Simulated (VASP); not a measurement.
# SiC (pbe) (R3m) in VASP: a series of runs

The runs below take SiC (pbe) through relaxation of the atoms, with PBE.

Program: VASP 6.6.1. These are calculated values, not measurements. Logs are shortened: lines on timing, memory, paths and dates and some standing lists are left out, and cuts for length are marked.

## (1) The cell of the first run

The structure is trigonal, space group R3m (No. 160). Conventional cell: a = 3.050 Å, b = 3.050 Å, c = 7.611 Å, α = 90.00°, β = 90.00°, γ = 120.00°. Within 2.5 Å of Si (site symmetry 3m) lie 4 C at 1.87 to 1.90 Å. Within 2.5 Å of C (site symmetry 3m) lie 4 Si at 1.87 to 1.90 Å.

## (2) Relaxation of the atoms, PBE (strained cell)

File INCAR:

```
SYSTEM = SiC
PREC = Accurate
ENCUT = 520
EDIFF = 1E-7
ISMEAR = 0
SIGMA = 0.02
LREAL = .False.
LASPH = .True.
NELM = 120
ALGO = Normal
ISIF = 2
LWAVE = .False.
LCHARG = .False.
GGA = PE
IBRION = 2
NSW = 60
EDIFFG = -0.002
GGA_COMPAT = .False.
NELMIN = 4
```

File KPOINTS:

```
regular mesh
0
Gamma
  9 9 9
  0 0 0
```

File POSCAR:

```
SiC
1.0
    0.0267638951      2.1837880477      2.1837880477
    2.1837880477      0.0267638951      2.1837880477
    2.1837880477      2.1837880477      0.0267638951
Si C
1 1
Direct
    0.0000989743      0.0000989743      0.0000989743
    0.2499010257      0.2499010257      0.2499010257
```

Potentials or basis: VASP PAW PBE potentials, release 64 (Si, C).

The run is started by

```sh
cat potpaw_PBE.64/Si/POTCAR potpaw_PBE.64/C/POTCAR > POTCAR
mpirun -np 1 vasp_std > vasp.out
```

OUTCAR:

```text
SYSTEM = SiC
   PREC = Accurate
   ENCUT = 520
   EDIFF = 1E-7
   ISMEAR = 0
   LREAL = .False.
   LASPH = .True.
   NELM = 120
   ISIF = 2
   GGA = PE
   IBRION = 2
   NSW = 60
   EDIFFG = -0.002
   NELMIN = 4

 ion  position               nearest neighbor table
   1  0.000  0.000  0.000-   2 1.87   2 1.87   2 1.87   2 1.90
   2  0.250  0.250  0.250-   1 1.87   1 1.87   1 1.87   1 1.90

  LATTYP: Found a trigonal (rhomboedric) cell.
 ALAT       =     3.0884586416
 COS(alpha) =     0.5122172519

  Lattice vectors:

 A1 = (   0.0267638951,   2.1837880477,   2.1837880477)
 A2 = (   2.1837880477,   0.0267638951,   2.1837880477)
 A3 = (   2.1837880477,   2.1837880477,   0.0267638951)

Analysis of symmetry for initial positions (statically):
=====================================================================
 Subroutine PRICEL returns:
 Original cell was already a primitive cell.

 Routine SETGRP: Setting up the symmetry group for a
 trigonal (rhombohedral) supercell.

 Subroutine GETGRP returns: Found  6 space group operations
 (whereof  6 operations were pure point group operations)
 out of a pool of 12 trial point group operations.

The static configuration has the point symmetry C_3v.

Analysis of symmetry for dynamics (positions and initial velocities):
=====================================================================
 Subroutine PRICEL returns:
 Original cell was already a primitive cell.

 Routine SETGRP: Setting up the symmetry group for a
 trigonal (rhombohedral) supercell.

 Subroutine GETGRP returns: Found  6 space group operations
 (whereof  6 operations were pure point group operations)
 out of a pool of 12 trial point group operations.

The dynamic configuration has the point symmetry C_3v.

 Subroutine INISYM returns: Found  6 space group operations
 (whereof  6 operations are pure point group operations),
 and found     1 'primitive' translations

----------------------------------------------------------------------------------------

                                     Primitive cell

  volume of cell :      20.4458

  direct lattice vectors                    reciprocal lattice vectors
     0.026763895  2.183788048  2.183788048    -0.233212627  0.230389043  0.230389043
     2.183788048  0.026763895  2.183788048     0.230389043 -0.233212627  0.230389043
     2.183788048  2.183788048  0.026763895     0.230389043  0.230389043 -0.233212627

  length of vectors
     3.088458642  3.088458642  3.088458642     0.400682358  0.400682358  0.400682358

  position of ions in fractional coordinates (direct lattice)
     0.000098974  0.000098974  0.000098974
     0.249901026  0.249901026  0.249901026

  ion indices of the primitive-cell ions
   primitive index   ion index
                 1           1
                 2           2

----------------------------------------------------------------------------------------

 KPOINTS: regular mesh

Automatic generation of k-mesh.
 Grid dimensions read from file:
 generate k-points for:    9    9    9

 Generating k-lattice:

  Cartesian coordinates                     Fractional coordinates (reciprocal lattice)
    -0.025912514  0.025598783  0.025598783     0.111111111 -0.000000000 -0.000000000
     0.025598783 -0.025912514  0.025598783    -0.000000000  0.111111111 -0.000000000
     0.025598783  0.025598783 -0.025912514    -0.000000000 -0.000000000  0.111111111

  Length of vectors
     0.044520262  0.044520262  0.044520262

  Shift w.r.t. Gamma in fractional coordinates (k-lattice)
     0.000000000  0.000000000  0.000000000

 Subroutine IBZKPT returns following result:
 ===========================================

 Found     85 irreducible k-points:

 Following reciprocal coordinates:
            Coordinates               Weight
  0.000000  0.000000  0.000000      1.000000
  0.111111  0.000000  0.000000      6.000000
  0.222222  0.000000  0.000000      6.000000
  0.333333 -0.000000 -0.000000      6.000000
  0.444444  0.000000  0.000000      6.000000
  0.111111  0.111111  0.000000      6.000000
[... 16 lines left out ...]
 -0.333333  0.333333  0.000000      6.000000
  0.444444  0.444444  0.000000      6.000000
 [... further k-points ...]
   k-points           NKPTS =     85   k-points in BZ     NKDIM =     85   number of bands    NBANDS=      8
   number of dos      NEDOS =    301   number of ions     NIONS =      2
   total plane-waves  NPLWV =  13824
   dimension x,y,z NGX =    24 NGY =   24 NGZ =   24
   dimension x,y,z NGXF=    48 NGYF=   48 NGZF=   48
   ions per type =               1   1
   NGX,Y,Z   is equivalent  to a cutoff of  12.92, 12.92, 12.92 a.u.
   NGXF,Y,Z  is equivalent  to a cutoff of  25.84, 25.84, 25.84 a.u.
 SYSTEM =  SiC
   PREC   = accura    normal or accurate (medium, high low for compatibility)
   ISTART =      0    job   : 0-new  1-cont  2-samecut
   ICHARG =      2    charge: 1-file 2-atom 10-const
   ISPIN  =      1    spin polarized calculation?
   LNONCOLLINEAR =      F non collinear calculations
   LSORBIT =      F    spin-orbit coupling
   LASPH  =      T    aspherical Exc in radial PAW
   ENCUT  =  520.0 eV  38.22 Ry    6.18 a.u.   5.74  5.74  5.74*2*pi/ulx,y,z
   NELM   =    120;   NELMIN=  4; NELMDL= -5     # of ELM steps
   EDIFF  = 0.1E-06   stopping-criterion for ELM
   LREAL  =      F    real-space projection
   EDIFFG = -.2E-02   stopping-criterion for IOM
   NSW    =     60    number of steps for IOM
   IBRION =      2    ionic relax: 0-MD 1-quasi-New 2-CG
   NFREE  =      1    steps in history (QN), initial steepest desc. (CG)
   ISIF   =      2    stress and relaxation
   ISYM   =      2    0-nonsym 1-usesym 2-fastsym
   POTIM  = 0.5000    time-step for ionic-motion
   TEBEG  =    0.0;   TEEND  =   0.0 temperature during run
   PSTRESS=    0.0 pullay stress
   NELECT =       8.0000    total number of electrons
   NUPDOWN=      -1.0000    fix difference up-down
   EMIN   =  10.00;   EMAX   =-10.00  energy-range for DOS
   EFERMI =   0.00;   METHOD = LEGACY
   ISMEAR =     0;   SIGMA  =   0.02  broadening in eV -4-tet -1-fermi 0-gaus
   EFERMI_NEDOS =   21; number of points for ismear=-14 and -15
   IALGO  =     38    algorithm
   IMIX   =      4    mixing-type and parameters
     AMIX     =   0.40;   BMIX     =  1.00
     AMIX_MAG =   1.60;   BMIX_MAG =  1.00
  volume/ion in A,a.u.               =      10.22        68.99
  Fermi-wavevector in a.u.,A,eV,Ry     =   1.197394  2.262746 19.507373  1.433751
  Thomas-Fermi vector in A             =   2.333310
   LORBIT       =      0    0 simple, 1 ext, 2 COOP (PROOUT), +10 PAW based schemes
   GGA     = PE    functional components
   LHFCALC =     F    Hartree Fock is set to
   AEXX    =    0.0000 exact exchange contribution
   IVDW    =     0    specifies the selected vdW correction
   LEPSILON=     F    determine dielectric tensor
   LRPA    =     F    only Hartree local field effects (RPA)
 conjugate gradient relaxation of ions
 non-spin polarized calculation
 Gauss-broadening in eV      SIGMA  =   0.02
  energy-cutoff  :      520.00
  volume of cell :       20.45
 maximum number of plane-waves:       562
   NGX = 11   NGY = 11   NGZ = 11

--------------------------------------- Ionic step        1  -------------------------------------------

 number of electron       8.0000000 magnetization

 Free energy of the ion-electron system (eV)
  ---------------------------------------------------
  ext. energy  EPLUGINS =         0.00000000
  ---------------------------------------------------
  free energy    TOTEN  =       -15.04245306 eV

  energy without entropy =      -15.04245306  energy(sigma->0) =      -15.04245306

------------------------ aborting loop because EDIFF is reached ----------------------------------------

  FORCE on cell =-STRESS in cart. coord.  units (eV):
  Direction    XX          YY          ZZ          XY          YZ          ZX
  --------------------------------------------------------------------------------------
  -------------------------------------------------------------------------------------
  Total        0.7733729      0.7733729      0.7733729     -0.4323952     -0.4323952     -0.4323952
  in kB       60.6032429     60.6032429     60.6032429    -33.8834612    -33.8834612    -33.8834612
  external PRESSURE =      60.6032429 kB  Pullay stress =       0.0000000 kB
[... 57 lines left out ...]
  energy  without entropy=      -15.0426428767  energy(sigma->0) =      -15.04264288

--------------------------------------- Ionic step        3  -------------------------------------------

 number of electron       8.0000000 magnetization

 Free energy of the ion-electron system (eV)
  ---------------------------------------------------
  ext. energy  EPLUGINS =         0.00000000
  ---------------------------------------------------
  free energy    TOTEN  =       -15.04302801 eV

  energy without entropy =      -15.04302801  energy(sigma->0) =      -15.04302801

 E-fermi :   8.4208     XC(G=0): -11.4087

 val. band max:        8.3070238826   @ k =   0.0000   0.0000   0.0000
 cond. band min:       9.7271767815   @ k =   0.4444   0.4444   0.0000
 fundamental gap:      1.4201528989
 Fermi energy:         8.4208242052

 k-point     1 :       0.0000    0.0000    0.0000
  band No.  band energies     occupation
      1      -7.2557      2.00000
      2       8.1154      2.00000
      3       8.3070      2.00000
      4       8.3070      2.00000
      5      14.4863      0.00000
      6      15.5035      0.00000
      7      15.7676      0.00000
      8      15.7676      0.00000
[... 243 lines left out ...]
 k-point    24 :       0.4444    0.4444    0.0000
  band No.  band energies     occupation
      1      -2.6515      2.00000
      2       0.9415      2.00000
      3       4.9933      2.00000
      4       5.2115      2.00000
      5       9.7272      0.00000
      6      12.7138      0.00000
      7      22.1036      0.00000
      8      22.1309      0.00000

 [... further k-points ...]

------------------------ aborting loop because EDIFF is reached ----------------------------------------

  FORCE on cell =-STRESS in cart. coord.  units (eV):
  Direction    XX          YY          ZZ          XY          YZ          ZX
  --------------------------------------------------------------------------------------
  -------------------------------------------------------------------------------------
  Total        0.7660992      0.7660992      0.7660992     -0.3976257     -0.3976257     -0.3976257
  in kB       60.0332585     60.0332585     60.0332585    -31.1588475    -31.1588475    -31.1588475
  external PRESSURE =      60.0332585 kB  Pullay stress =       0.0000000 kB
[... 17 lines left out ...]
  FREE ENERGIE OF THE ION-ELECTRON SYSTEM (eV)
  ---------------------------------------------------
  free  energy   TOTEN  =       -15.0430280071 eV

  energy  without entropy=      -15.0430280071  energy(sigma->0) =      -15.04302801

 reached required accuracy - stopping structural energy minimisation
```

Run time: 13 s. Hardware: 1 thread of Intel Xeon Platinum 8488C (Sapphire Rapids), shared host; peak memory 0.14 GiB.

What came out:

```yaml
Free_energy: -15.0430 eV
Energy_gained_by_relaxing: 0.3 meV/atom
Ionic_steps: 3
Pressure_after_relaxing: 6.0 GPa
Band_gap_on_the_k_mesh: 1.42 eV, indirect (least direct gap 4.52 eV)
```

Stress tensor (GPa, compression positive):
```
 6.00 -3.12 -3.12
-3.12  6.00 -3.12
-3.12 -3.12  6.00
```

Step by step:
```tsv
step	energy change (eV)	largest force (eV/Å)	pressure (GPa)
1	0.0000	0.1466	6.06
2	-0.0002	0.1221	5.97
3	-0.0006	0.0001	6.00
```

Final structure:
```
Si C
1.0
     0.02676    2.18379    2.18379
     2.18379    0.02676    2.18379
     2.18379    2.18379    0.02676
Si C
1 1
Direct
  0.00061 0.00061 0.00061
  0.24939 0.24939 0.24939
```

Caveat: the cell differs from its parent crystal (strained cell).

## (3) Relaxation of the atoms, PBE (strained cell)

File INCAR:

```
SYSTEM = SiC
  PREC = Accurate
  ENCUT = 520
  EDIFF = 1E-7
  ISMEAR = 0
  SIGMA = 0.02
  LREAL = .FALSE.
  LASPH = .TRUE.
  NELM = 120
  ALGO = Normal
  ISIF = 2
  LWAVE = .FALSE.
  LCHARG = .FALSE.
  GGA = PE
  IBRION = 2
  NSW = 60
  EDIFFG = -0.002
  GGA_COMPAT = .FALSE.
  NELMIN = 4
```

File KPOINTS:

```
regular mesh
0
G
  9 9 9
  0 0 0
```

File POSCAR:

```
SiC
1.0
    0.0264439039      2.1834680565      2.1834680565
    2.1834680565      0.0264439039      2.1834680565
    2.1834680565      2.1834680565      0.0264439039
Si C
1 1
Direct
    0.0006169995      0.0006169995      0.0006169995
    0.2493830005      0.2493830005      0.2493830005
```

Potentials or basis: VASP PAW PBE potentials, release 64 (Si, C).

The run is started by

```sh
cat potpaw_PBE.64/Si/POTCAR potpaw_PBE.64/C/POTCAR > POTCAR
mpirun -np 1 vasp_std > vasp.out
```

OUTCAR:

```text
SYSTEM = SiC
   PREC = Accurate
   ENCUT = 520
   EDIFF = 1E-7
   ISMEAR = 0
   LREAL = .FALSE.
   LASPH = .TRUE.
   NELM = 120
   ISIF = 2
   GGA = PE
   IBRION = 2
   NSW = 60
   EDIFFG = -0.002
   NELMIN = 4

 ion  position               nearest neighbor table
   1  0.001  0.001  0.001-   2 1.88   2 1.88   2 1.88   2 1.89
   2  0.249  0.249  0.249-   1 1.88   1 1.88   1 1.88   1 1.89

  LATTYP: Found a trigonal (rhomboedric) cell.
 ALAT       =     3.0880033659
 COS(alpha) =     0.5120734101

  Lattice vectors:

 A1 = (   0.0264439039,   2.1834680565,   2.1834680565)
 A2 = (   2.1834680565,   0.0264439039,   2.1834680565)
 A3 = (   2.1834680565,   2.1834680565,   0.0264439039)

Analysis of symmetry for initial positions (statically):
[... 260 lines left out ...]
 fundamental gap:      1.4208920090
 Fermi energy:         8.4240122228

 k-point     1 :       0.0000    0.0000    0.0000
  band No.  band energies     occupation
      1      -7.2550      2.00000
      2       8.1193      2.00000
      3       8.3088      2.00000
      4       8.3088      2.00000
      5      14.4942      0.00000
      6      15.5076      0.00000
      7      15.7700      0.00000
      8      15.7700      0.00000
[... 243 lines left out ...]
 k-point    24 :       0.4444    0.4444    0.0000
  band No.  band energies     occupation
      1      -2.6499      2.00000
      2       0.9434      2.00000
      3       4.9966      2.00000
      4       5.2123      2.00000
      5       9.7297      0.00000
      6      12.7168      0.00000
      7      22.1097      0.00000
      8      22.1362      0.00000

 [... further k-points ...]

------------------------ aborting loop because EDIFF is reached ----------------------------------------

  FORCE on cell =-STRESS in cart. coord.  units (eV):
  Direction    XX          YY          ZZ          XY          YZ          ZX
  --------------------------------------------------------------------------------------
  -------------------------------------------------------------------------------------
  Total        0.7723554      0.7723554      0.7723554     -0.3927868     -0.3927868     -0.3927868
  in kB       60.5367346     60.5367346     60.5367346    -30.7863857    -30.7863857    -30.7863857
  external PRESSURE =      60.5367346 kB  Pullay stress =       0.0000000 kB
[... 17 lines left out ...]
  FREE ENERGIE OF THE ION-ELECTRON SYSTEM (eV)
  ---------------------------------------------------
  free  energy   TOTEN  =       -15.0430290355 eV

  energy  without entropy=      -15.0430290355  energy(sigma->0) =      -15.04302904

 reached required accuracy - stopping structural energy minimisation
```

OSZICAR:

```text
N       E                     dE             d eps       ncg     rms          rms(c)
DAV:   1     0.392978761393E+01    0.39298E+01   -0.41761E+03  1432   0.846E+02
DAV:   2    -0.166045794647E+02   -0.20534E+02   -0.19230E+02  1976   0.108E+02
DAV:   3    -0.169329154938E+02   -0.32834E+00   -0.32834E+00  1600   0.169E+01
[... 17 lines left out ...]
       N       E                     dE             d eps       ncg     rms          rms(c)
DAV:   1    -0.150430290549E+02   -0.19093E-06   -0.14298E-05  1368   0.341E-02    0.968E-04
DAV:   2    -0.150430290441E+02    0.10790E-07   -0.12871E-07  2096   0.351E-03    0.476E-04
DAV:   3    -0.150430290355E+02    0.86317E-08   -0.25484E-08   728   0.131E-03    0.682E-05
DAV:   4    -0.150430290355E+02   -0.79581E-10   -0.26003E-09   704   0.486E-04
   3 F= -.15043029E+02 E0= -.15043029E+02  d E =-.279429E-06
```

Run time: 14 s. Hardware: 1 thread of Intel Xeon Platinum 8488C (Sapphire Rapids), shared host; peak memory 0.13 GiB.

Results:

```yaml
Free_energy: -15.0430 eV
Energy_gained_by_relaxing: 0.0 meV/atom
Ionic_steps: 3
Pressure_after_relaxing: 6.1 GPa
Band_gap_on_the_k_mesh: 1.42 eV, indirect (least direct gap 4.52 eV)
```

Final structure:
```
Si C
1.0
     0.02644    2.18347    2.18347
     2.18347    0.02644    2.18347
     2.18347    2.18347    0.02644
Si C
1 1
Direct
  0.00061 0.00061 0.00061
  0.24939 0.24939 0.24939
```

Levels at points of the mesh, in eV from the valence-band top:
| k point | band 1 | band 2 | band 3 | band 4 | band 5 | band 6 | band 7 | band 8 |
| --- | --- | --- | --- | --- | --- | --- | --- | --- |
| (0.00, 0.00, 0.00) | -15.56 | -0.19 | 0.00 | 0.00 | 6.19 | 7.20 | 7.46 | 7.46 |

Caveat: the cell differs from its parent crystal (strained cell).

[end of part 1 of 2]
